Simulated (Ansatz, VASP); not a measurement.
# Two plane-wave programs on AlN

The input INCAR:

```
SYSTEM = AlN
PREC     = Accurate       ! precision mode
ENCUT    = 520            ! plane-wave cutoff, eV
EDIFF    = 1E-6           ! SCF threshold, eV
ISMEAR   = -1             ! smearing method
SIGMA    = 0.02           ! smearing width, eV
LREAL    = .False.        ! projectors in reciprocal space
LASPH    = .True.         ! aspherical terms in the spheres
NELM     = 60             ! most SCF steps
ALGO     = Normal         ! electronic algorithm
ISIF     = 2              ! what is computed and relaxed
LWAVE    = .False.        ! write WAVECAR
LCHARG   = .False.        ! write CHGCAR
GGA      = PE             ! functional
NBANDS   = 16             ! bands
```

KPOINTS

```
Automatic mesh
0
Gamma
  12 12 6
  0 0 0
```

File POSCAR:

```
AlN
1.0
    2.9880934651      0.0000000000      0.0000000000
   -1.4940467325      2.4533227623      0.0000000000
    0.0000000000      0.0000000000      4.8410108402
Al N
2 2
Direct
    0.0000000000      0.0000000000      0.0000000000
    0.0000000000      0.0000000000      0.5000000000
    0.3287097085      0.6574194170      0.2500000000
    0.6712902915      0.3425805830      0.7500000000
```

Input for Ansatz:

```yaml
crystal:
  lattice:
    - [2.9880934651, 0.0, 0.0]
    - [-1.4940467325, 2.4533227623, 0.0]
    - [0.0, 0.0, 4.8410108402]
  atoms:
    - { symbol: Al, position: [0.0, 0.0, 0.0] }
    - { symbol: Al, position: [0.0, 0.0, 0.5] }
    - { symbol: "N", position: [0.3287097085, 0.657419417, 0.25] }
    - { symbol: "N", position: [0.6712902915, 0.342580583, 0.75] }
kpoints:
  mp_grid: { grid: [12, 12, 6] }
  band_path:
    path:
      - [0.0, 0.0, 0.0]
      - [0.5, 0.0, 0.0]
      - [0.3333333333, 0.3333333333, 0.0]
      - [0.0, 0.0, 0.5]
      - [0.5, 0.0, 0.5]
      - [0.3333333333, 0.3333333333, 0.5]
    npoints: 1
hamiltonian:
  xc: pbe
scf:
  occupations: { method: fermi_dirac, width: 0.02 }
  n_extra_bands: 5
output:
  forces: true
  stress: true
  eigenvalues: true
```

Change from the starting cell: uniaxial_x strain +5.5%.

Alike in both runs: task single point; functional PBE; k mesh 12 × 12 × 6; occupations fermi-dirac, width 0.02 eV; no spin polarisation.

|  | VASP | Ansatz |
| --- | --- | --- |
| version | VASP 6.6.1 | Ansatz 0.2.0 |
| potentials or method | VASP PAW PBE potentials, release 64 (Al, N) | plane waves, PAW |
| plane-wave cutoff (eV) | 520 | 420 |
| valence electrons in the cell | 16 | 16 |

|  | VASP | Ansatz | Ansatz less VASP |
| --- | --- | --- | --- |
| gap on the k mesh at the Fermi level (eV) | 4.48 | 4.47 | -0.008 |
| pressure (GPa) | -5.2 | -4.9 | +0.29 |
| traceless stress, the component that is largest in VASP (GPa) | -15.79 | -15.84 | -0.052 |
| rms of the force components (eV/Å) | 0.020 | 0.020 | +0.0003 |

Atom by atom the forces differ by 0.000 eV/Å (rms over components). With one functional, cell and mesh, what is left measures potentials, basis and numerics.
